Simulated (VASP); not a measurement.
# MnPt2 (P-3m1) in VASP: settings compared, part 2 of 3

VASP 6.6.1. The steps go on from the part before.

**3. Single point, LDA, collinear spin, ferromagnetic start (14.79 Å³/atom)**

This run uses another cell than the first one, of 14.79 Å³/atom.

INCAR

```
ALGO = Normal
EDIFF = 1E-6
ENCUT = 520
GGA = CA
ISIF = 2
ISMEAR = -1
ISPIN = 2
LASPH = True
LCHARG = False
LMAXMIX = 4
LORBIT = 11
LREAL = False
LWAVE = False
MAGMOM = 0 0 4
NBANDS = 28
NELM = 150
PREC = Accurate
SIGMA = 0.05
```

KPOINTS

```
k-points
0
Gamma
  11 11 4
```

POSCAR

```
MnPt2
1.0
    2.8197726289      0.0000000000      0.0000000000
   -1.4098863145      2.4419947296      0.0000000000
    0.0000000000      0.0000000000      6.4442160962
Pt Mn
2 1
Direct
    0.6666666667      0.3333333333      0.3162060000
    0.3333333333      0.6666666667      0.6837940000
    0.0000000000      0.0000000000      0.0000000000
```

Potentials or basis: VASP PAW LDA potentials, release 64 (Pt, Mn_pv).

Started as:

```bash
$ cat potpaw_LDA.64/Pt/POTCAR potpaw_LDA.64/Mn_pv/POTCAR > POTCAR
$ mpirun -np 1 vasp_std > vasp.out
```

OUTCAR:

```text
EDIFF = 1E-6
   ENCUT = 520
   GGA = CA
   ISIF = 2
   ISMEAR = -1
   ISPIN = 2
   LASPH = True
   LORBIT = 11
   LREAL = False
   NELM = 150
   PREC = Accurate

 ion  position               nearest neighbor table
   1  0.667  0.333  0.316-   3 2.61   3 2.61   3 2.61   2 2.87   2 2.87   2 2.87
   2  0.333  0.667  0.684-   3 2.61   3 2.61   3 2.61   1 2.87   1 2.87   1 2.87
   3  0.000  0.000  0.000-   1 2.61   2 2.61   1 2.61   2 2.61   1 2.61   2 2.61

  LATTYP: Found a hexagonal cell.
 ALAT       =     2.8197726289
 C/A-ratio  =     2.2853672775

  Lattice vectors:

 A1 = (   2.8197726289,   0.0000000000,   0.0000000000)
 A2 = (  -1.4098863145,   2.4419947296,   0.0000000000)
 A3 = (   0.0000000000,   0.0000000000,   6.4442160962)

Analysis of symmetry for initial positions (statically):
=====================================================================
 Subroutine PRICEL returns:
 Original cell was already a primitive cell.

 Routine SETGRP: Setting up the symmetry group for a
 hexagonal supercell.

 Subroutine GETGRP returns: Found 12 space group operations
 (whereof 12 operations were pure point group operations)
 out of a pool of 24 trial point group operations.

The static configuration has the point symmetry D_3d.

Analysis of symmetry for dynamics (positions and initial velocities):
=====================================================================
 Subroutine PRICEL returns:
 Original cell was already a primitive cell.

 Routine SETGRP: Setting up the symmetry group for a
 hexagonal supercell.

 Subroutine GETGRP returns: Found 12 space group operations
 (whereof 12 operations were pure point group operations)
 out of a pool of 24 trial point group operations.

The dynamic configuration has the point symmetry D_3d.

[... 156 lines left out ...]
  ext. energy  EPLUGINS =         0.00000000
  ---------------------------------------------------
  free energy    TOTEN  =       -25.10597807 eV

  energy without entropy =      -25.07540299  energy(sigma->0) =      -25.09069053

 E-fermi :   9.9639     XC(G=0): -13.3486

 val. band max:        9.9559346032   @ k =   0.4545   0.0909   0.0000
 cond. band min:       9.9690728421   @ k =   0.4545   0.0000   0.5000
 fundamental gap:      0.0131382389
 Fermi energy:         9.9639094287

 spin component 1

 k-point     1 :       0.0000    0.0000    0.0000
  band No.  band energies     occupation
      1     -39.0530      1.00000
      2     -38.9252      1.00000
      3     -38.9252      1.00000
      4       0.3250      1.00000
      5       2.6091      1.00000
      6       4.0418      1.00000
[... 733 lines left out ...]
     27      24.3136      0.00000
     28      25.7182      0.00000

 [... further k-points ...]

 spin component 2

 k-point     1 :       0.0000    0.0000    0.0000
  band No.  band energies     occupation
      1     -35.8644      1.00000
      2     -35.6553      1.00000
      3     -35.6553      1.00000
      4       0.5508      1.00000
      5       2.7436      1.00000
      6       4.6305      1.00000
[... 733 lines left out ...]
     27      24.7684      0.00000
     28      26.0509      0.00000

 [... further k-points ...]

------------------------ aborting loop because EDIFF is reached ----------------------------------------

  FORCE on cell =-STRESS in cart. coord.  units (eV):
  Direction    XX          YY          ZZ          XY          YZ          ZX
  --------------------------------------------------------------------------------------
  -------------------------------------------------------------------------------------
  Total       -3.2640777     -3.2640777     -1.8659236      0.0000000      0.0000000      0.0000000
  in kB     -117.8534108   -117.8534109    -67.3713945      0.0000000      0.0000000      0.0000000
  external PRESSURE =    -101.0260721 kB  Pullay stress =       0.0000000 kB

 VOLUME and BASIS-vectors are now :
 -----------------------------------------------------------------------------
  energy-cutoff  :      520.00
  volume of cell :       44.37
      direct lattice vectors                 reciprocal lattice vectors
     2.819772629  0.000000000  0.000000000     0.354638523  0.204750647  0.000000000
    -1.409886315  2.441994730  0.000000000     0.000000000  0.409501293  0.000000000
     0.000000000  0.000000000  6.444216096     0.000000000  0.000000000  0.155177912

 POSITION                                       TOTAL-FORCE (eV/Angst)
 -----------------------------------------------------------------------------------
      1.40989      0.81400      2.03770         0.000000      0.000000     -0.032573
     -0.00000      1.62800      4.40652        -0.000000     -0.000000      0.032573
      0.00000      0.00000      0.00000        -0.000000      0.000000      0.000000
 -----------------------------------------------------------------------------------
    total drift:                                0.000000     -0.000000     -0.000000

  FREE ENERGIE OF THE ION-ELECTRON SYSTEM (eV)
  ---------------------------------------------------
  free  energy   TOTEN  =       -25.1059780706 eV

  energy  without entropy=      -25.0754029879  energy(sigma->0) =      -25.09069053

 total charge

# of ion       s       p       d       tot
------------------------------------------
    1        0.670   0.574   8.058   9.302
    2        0.670   0.574   8.058   9.302
    3        0.332   6.282   5.026  11.640
--------------------------------------------------
tot          1.673   7.430  21.142  30.245

 magnetization (x)

# of ion       s       p       d       tot
------------------------------------------
    1       -0.012   0.007   0.229   0.224
    2       -0.012   0.007   0.229   0.224
    3        0.009   0.020   3.257   3.286
--------------------------------------------------
tot         -0.016   0.034   3.715   3.733
```

stdout:

```text
POSCAR found type information on POSCAR PtMn
 POSCAR found :  2 types and       3 ions
 scaLAPACK will be used
 LDA part: xc-table for (Slater(with rela. corr.)+CA(PZ))
 , standard interpolation
 POSCAR, INCAR and KPOINTS ok, starting setup
 FFT: planning ... GRIDC
 FFT: planning ... GRID_SOFT
 FFT: planning ... GRID
 WAVECAR not read
 entering main loop
```

Run time: 3.6 min. Hardware: 1 thread of Intel Xeon 8259CL, shared host; peak memory 0.24 GiB.

Results:

```yaml
Free_energy: -25.1060 eV
Pressure: -10.1 GPa
Largest_force: 0.033 eV/Å
Net_moment: 3.90 μB per cell
Site_moments: Pt +0.22; Mn +3.29 μB
Valence_electrons_inside_the_program's_atomic_spheres: Pt 9.30; Mn 11.64
```

Forces in eV/Å, atoms in the order of the input:
```
Pt   0.000  0.000 -0.033
Pt   0.000  0.000  0.033
Mn   0.000  0.000  0.000
```

Caveat: the cell stands under tension; spin-orbit coupling is left out, which moves the levels of the heavy elements.

**4. Single point, LDA, collinear spin, ferromagnetic start (15.10 Å³/atom)**

This run uses another cell than the first one, of 15.10 Å³/atom.

INCAR

```
  ALGO = Fast
  EDIFF = 1E-7
  ENCUT = 520
  GGA = CA
  ISIF = 2
  ISMEAR = -1
  ISPIN = 2
  LASPH = T
  LCHARG = F
  LMAXMIX = 4
  LORBIT = 11
  LREAL = F
  LWAVE = F
  MAGMOM = 0 0 4
  NBANDS = 28
  NELM = 150
  PREC = Accurate
  SIGMA = 0.05
```

KPOINTS is that of step 3.

POSCAR

```
MnPt2
1.0
    2.8392199513      0.0000000000      0.0000000000
   -1.4196099756      2.4588366048      0.0000000000
    0.0000000000      0.0000000000      6.4886603702
Pt Mn
2 1
Direct
    0.6666666667      0.3333333333      0.3162060000
    0.3333333333      0.6666666667      0.6837940000
    0.0000000000      0.0000000000      0.0000000000
```

Potentials or basis: VASP PAW LDA potentials, release 64 (Pt, Mn_pv).

Started as:

```bash
$ cat potpaw_LDA.64/Pt/POTCAR potpaw_LDA.64/Mn_pv/POTCAR > POTCAR
$ mpirun -np 1 vasp_std > vasp.out
```

OUTCAR:

```text
EDIFF = 1E-7
   ENCUT = 520
   GGA = CA
   ISIF = 2
   ISMEAR = -1
   ISPIN = 2
   LASPH = T
   LORBIT = 11
   LREAL = F
   NELM = 150
   PREC = Accurate

 ion  position               nearest neighbor table
   1  0.667  0.333  0.316-   3 2.63   3 2.63   3 2.63   2 2.89   2 2.89   2 2.89
   2  0.333  0.667  0.684-   3 2.63   3 2.63   3 2.63   1 2.89   1 2.89   1 2.89
   3  0.000  0.000  0.000-   1 2.63   2 2.63   1 2.63   2 2.63   1 2.63   2 2.63

  LATTYP: Found a hexagonal cell.
 ALAT       =     2.8392199513
 C/A-ratio  =     2.2853672775

  Lattice vectors:

 A1 = (   2.8392199513,   0.0000000000,   0.0000000000)
 A2 = (  -1.4196099756,   2.4588366048,   0.0000000000)
 A3 = (   0.0000000000,   0.0000000000,   6.4886603702)

Analysis of symmetry for initial positions (statically):
=====================================================================
 Subroutine PRICEL returns:
 Original cell was already a primitive cell.

 Routine SETGRP: Setting up the symmetry group for a
 hexagonal supercell.

 Subroutine GETGRP returns: Found 12 space group operations
 (whereof 12 operations were pure point group operations)
 out of a pool of 24 trial point group operations.

The static configuration has the point symmetry D_3d.

Analysis of symmetry for dynamics (positions and initial velocities):
=====================================================================
 Subroutine PRICEL returns:
 Original cell was already a primitive cell.

 Routine SETGRP: Setting up the symmetry group for a
 hexagonal supercell.

 Subroutine GETGRP returns: Found 12 space group operations
 (whereof 12 operations were pure point group operations)
 out of a pool of 24 trial point group operations.

The dynamic configuration has the point symmetry D_3d.

Analysis of structural, dynamic, and magnetic symmetry:
=====================================================================
 Subroutine PRICEL returns:
 Original cell was already a primitive cell.

 Routine SETGRP: Setting up the symmetry group for a
 hexagonal supercell.

 Subroutine GETGRP returns: Found 12 space group operations
 (whereof 12 operations were pure point group operations)
 out of a pool of 24 trial point group operations.

The overall configuration has the point symmetry D_3d.

 Subroutine INISYM returns: Found 12 space group operations
 (whereof 12 operations are pure point group operations),
 and found     1 'primitive' translations

----------------------------------------------------------------------------------------

                                     Primitive cell

  volume of cell :      45.2985

  direct lattice vectors                    reciprocal lattice vectors
     2.839219951  0.000000000  0.000000000     0.352209416  0.203348201  0.000000000
    -1.419609976  2.458836605  0.000000000     0.000000000  0.406696402  0.000000000
     0.000000000  0.000000000  6.488660370     0.000000000  0.000000000  0.154115016

  length of vectors
     2.839219951  2.839219951  6.488660370     0.406696402  0.406696402  0.154115016

  position of ions in fractional coordinates (direct lattice)
[... 74 lines left out ...]
   ICHARG =      2    charge: 1-file 2-atom 10-const
   ISPIN  =      2    spin polarized calculation?
   LNONCOLLINEAR =      F non collinear calculations
   LSORBIT =      F    spin-orbit coupling
   LASPH  =      T    aspherical Exc in radial PAW
   ENCUT  =  520.0 eV  38.22 Ry    6.18 a.u.   5.28  5.28 12.06*2*pi/ulx,y,z
   NELM   =    150;   NELMIN=  2; NELMDL= -5     # of ELM steps
   EDIFF  = 0.1E-06   stopping-criterion for ELM
   LREAL  =      F    real-space projection
   EDIFFG = 0.1E-05   stopping-criterion for IOM
   NSW    =      0    number of steps for IOM
   IBRION =     -1    ionic relax: 0-MD 1-quasi-New 2-CG
   NFREE  =      0    steps in history (QN), initial steepest desc. (CG)
   ISIF   =      2    stress and relaxation
   ISYM   =      2    0-nonsym 1-usesym 2-fastsym
   POTIM  = 0.5000    time-step for ionic-motion
   TEBEG  =    0.0;   TEEND  =   0.0 temperature during run
   PSTRESS=    0.0 pullay stress
   NELECT =      33.0000    total number of electrons
   NUPDOWN=      -1.0000    fix difference up-down
   EMIN   =  10.00;   EMAX   =-10.00  energy-range for DOS
   EFERMI =   0.00;   METHOD = LEGACY
   ISMEAR =    -1;   SIGMA  =   0.05  broadening in eV -4-tet -1-fermi 0-gaus
   EFERMI_NEDOS =   21; number of points for ismear=-14 and -15
   IALGO  =     68    algorithm
   IMIX   =      4    mixing-type and parameters
     AMIX     =   0.40;   BMIX     =  1.00
     AMIX_MAG =   1.60;   BMIX_MAG =  1.00
  volume/ion in A,a.u.               =      15.10       101.90
  Fermi-wavevector in a.u.,A,eV,Ry     =   1.473053  2.783666 29.523060  2.169884
  Thomas-Fermi vector in A             =   2.587992
   LORBIT       =     11    0 simple, 1 ext, 2 COOP (PROOUT), +10 PAW based schemes
   GGA     = CA    functional components
   LHFCALC =     F    Hartree Fock is set to
   AEXX    =    0.0000 exact exchange contribution
   IVDW    =     0    specifies the selected vdW correction
   LEPSILON=     F    determine dielectric tensor
   LRPA    =     F    only Hartree local field effects (RPA)
 spin polarized calculation
 RMM-DIIS sequential band-by-band and
  energy-cutoff  :      520.00
  volume of cell :       45.30
 maximum number of plane-waves:      1234
 NGX is ok and might be reduce to    24
   NGX = 11   NGY = 11   NGZ = 25

 number of electron      33.0000006 magnetization       4.0370253

 Free energy of the ion-electron system (eV)
  ---------------------------------------------------
  ext. energy  EPLUGINS =         0.00000000
  ---------------------------------------------------
  free energy    TOTEN  =       -25.03922907 eV

  energy without entropy =      -25.01055137  energy(sigma->0) =      -25.02489022

 E-fermi :   9.6242     XC(G=0): -13.2282

 val. band max:        9.6240332540   @ k =   0.4545   0.0000   0.0000
 cond. band min:       9.6332260095   @ k =   0.2727  -0.0000   0.0000
 fundamental gap:      0.0091927555
 Fermi energy:         9.6242188803

 spin component 1

 k-point     1 :       0.0000    0.0000    0.0000
  band No.  band energies     occupation
      1     -39.4170      1.00000
      2     -39.3188      1.00000
      3     -39.3188      1.00000
      4       0.1773      1.00000
      5       2.4600      1.00000
      6       3.8215      1.00000
[... 733 lines left out ...]
     27      23.8107      0.00000
     28      25.3161      0.00000

 [... further k-points ...]

 spin component 2

 k-point     1 :       0.0000    0.0000    0.0000
  band No.  band energies     occupation
      1     -36.1208      1.00000
      2     -35.9424      1.00000
      3     -35.9424      1.00000
      4       0.4130      1.00000
      5       2.5989      1.00000
      6       4.4380      1.00000
[... 733 lines left out ...]
     27      24.2755      0.00000
     28      25.6712      0.00000

 [... further k-points ...]

------------------------ aborting loop because EDIFF is reached ----------------------------------------

  FORCE on cell =-STRESS in cart. coord.  units (eV):
  Direction    XX          YY          ZZ          XY          YZ          ZX
  --------------------------------------------------------------------------------------
  -------------------------------------------------------------------------------------
  Total       -4.1274689     -4.1274689     -2.9992367     -0.0000000      0.0000000     -0.0000000
  in kB     -145.9858084   -145.9858084   -106.0809916     -0.0000000      0.0000000     -0.0000000
  external PRESSURE =    -132.6842028 kB  Pullay stress =       0.0000000 kB

 VOLUME and BASIS-vectors are now :
 -----------------------------------------------------------------------------
  energy-cutoff  :      520.00
  volume of cell :       45.30
      direct lattice vectors                 reciprocal lattice vectors
     2.839219951  0.000000000  0.000000000     0.352209416  0.203348201  0.000000000
    -1.419609976  2.458836605  0.000000000     0.000000000  0.406696402  0.000000000
     0.000000000  0.000000000  6.488660370     0.000000000  0.000000000  0.154115016

 POSITION                                       TOTAL-FORCE (eV/Angst)
 -----------------------------------------------------------------------------------
      1.41961      0.81961      2.05175        -0.000000      0.000000     -0.064988
     -0.00000      1.63922      4.43691         0.000000     -0.000000      0.064988
      0.00000      0.00000      0.00000         0.000000      0.000000      0.000000
 -----------------------------------------------------------------------------------
    total drift:                                0.000000     -0.000000     -0.000000

  FREE ENERGIE OF THE ION-ELECTRON SYSTEM (eV)
  ---------------------------------------------------
  free  energy   TOTEN  =       -25.0392290703 eV

  energy  without entropy=      -25.0105513709  energy(sigma->0) =      -25.02489022

 total charge

# of ion       s       p       d       tot
------------------------------------------
    1        0.660   0.550   8.048   9.259
    2        0.660   0.550   8.048   9.259
    3        0.327   6.272   5.009  11.607
--------------------------------------------------
tot          1.646   7.373  21.105  30.124

 magnetization (x)

# of ion       s       p       d       tot
------------------------------------------
    1       -0.013   0.006   0.242   0.235
    2       -0.013   0.006   0.242   0.235
    3        0.010   0.020   3.364   3.394
--------------------------------------------------
tot         -0.016   0.032   3.849   3.864
```

OSZICAR:

```text
N       E                     dE             d eps       ncg     rms          rms(c)
DAV:   1     0.276716658962E+03    0.27672E+03   -0.16924E+04  6528   0.127E+03
DAV:   2    -0.146744063557E+02   -0.29139E+03   -0.27146E+03  6656   0.345E+02
DAV:   3    -0.267514331618E+02   -0.12077E+02   -0.11714E+02  7260   0.770E+01
DAV:   4    -0.268886880108E+02   -0.13725E+00   -0.13713E+00  7392   0.805E+00
DAV:   5    -0.268911217325E+02   -0.24337E-02   -0.24336E-02  7204   0.111E+00    0.199E+01
RMM:   6    -0.278273491181E+02   -0.93623E+00   -0.82214E+00  7502   0.214E+01    0.224E+01
RMM:   7    -0.259838853753E+02    0.18435E+01   -0.23316E+00  7183   0.971E+00    0.148E+01
RMM:   8    -0.248547093134E+02    0.11292E+01   -0.41984E-01  7493   0.461E+00    0.474E+00
RMM:   9    -0.249570746756E+02   -0.10237E+00   -0.44474E-02  7741   0.124E+00    0.309E+00
RMM:  10    -0.249978371768E+02   -0.40763E-01   -0.30476E-02  7243   0.102E+00    0.235E+00
RMM:  11    -0.250272339373E+02   -0.29397E-01   -0.87318E-03  7263   0.621E-01    0.160E+00
RMM:  12    -0.250377613550E+02   -0.10527E-01   -0.64649E-03  7508   0.533E-01    0.734E-01
RMM:  13    -0.250392119058E+02   -0.14506E-02   -0.16094E-03  7595   0.240E-01    0.186E-01
RMM:  14    -0.250392426296E+02   -0.30724E-04   -0.21921E-04  7884   0.996E-02    0.862E-02
RMM:  15    -0.250392327021E+02    0.99275E-05   -0.46336E-05  7828   0.490E-02    0.341E-02
RMM:  16    -0.250392292087E+02    0.34934E-05   -0.11467E-05  7896   0.224E-02    0.130E-02
RMM:  17    -0.250392290291E+02    0.17967E-06   -0.21945E-06  8140   0.932E-03    0.595E-03
RMM:  18    -0.250392290703E+02   -0.41257E-07   -0.44978E-07  6936   0.448E-03
   1 F= -.25039229E+02 E0= -.25024890E+02  d E =-.286777E-01  mag=     4.0370
```

stdout:

```text
POSCAR found type information on POSCAR PtMn
 POSCAR found :  2 types and       3 ions
 scaLAPACK will be used
 LDA part: xc-table for (Slater(with rela. corr.)+CA(PZ))
 , standard interpolation
 POSCAR, INCAR and KPOINTS ok, starting setup
 FFT: planning ... GRIDC
 FFT: planning ... GRID_SOFT
 FFT: planning ... GRID
 WAVECAR not read
 entering main loop
```

Run time: 4.5 min. Hardware: 1 thread of Intel Xeon 8259CL, shared host; peak memory 0.24 GiB.

Results:

```yaml
Free_energy: -25.0392 eV
Pressure: -13.3 GPa
Largest_force: 0.065 eV/Å
Net_moment: 4.04 μB per cell
Site_moments: Pt +0.23; Mn +3.39 μB
Valence_electrons_inside_the_program's_atomic_spheres: Pt 9.26; Mn 11.61
```

Forces in eV/Å, atoms in the order of the input:
```
Pt   0.000  0.000 -0.065
Pt   0.000  0.000  0.065
Mn   0.000  0.000  0.000
```

Stress tensor (GPa, compression positive):
```
-14.60   0.00   0.00
  0.00 -14.60   0.00
  0.00   0.00 -10.61
```

Levels at points of the mesh, in eV from the Fermi level:
Spin up:
```tsv
k point	band 14	band 15	band 16	band 17	band 18	band 19	band 20	band 21	band 22	band 23
(0.00, 0.00, 0.00)	-2.63	-1.94	-1.33	-1.33	-1.09	-1.09	-0.61	-0.61	10.27	11.43
(0.00, 0.00, 0.50)	-2.32	-1.80	-1.80	-1.46	-1.46	0.03	0.03	0.27	6.35	14.32
```
Spin down:
```tsv
k point	band 11	band 12	band 13	band 14	band 15	band 16	band 17	band 18	band 19	band 20
(0.00, 0.00, 0.00)	-2.88	-2.36	-1.97	-1.97	-0.96	-0.96	0.39	1.07	1.07	1.91
(0.00, 0.00, 0.50)	-3.20	-1.65	-1.65	-1.52	-1.52	-0.04	0.57	1.11	1.11	2.11
```

Caveat: the cell stands under tension; spin-orbit coupling is left out, which moves the levels of the heavy elements.

[end of part 2 of 3]
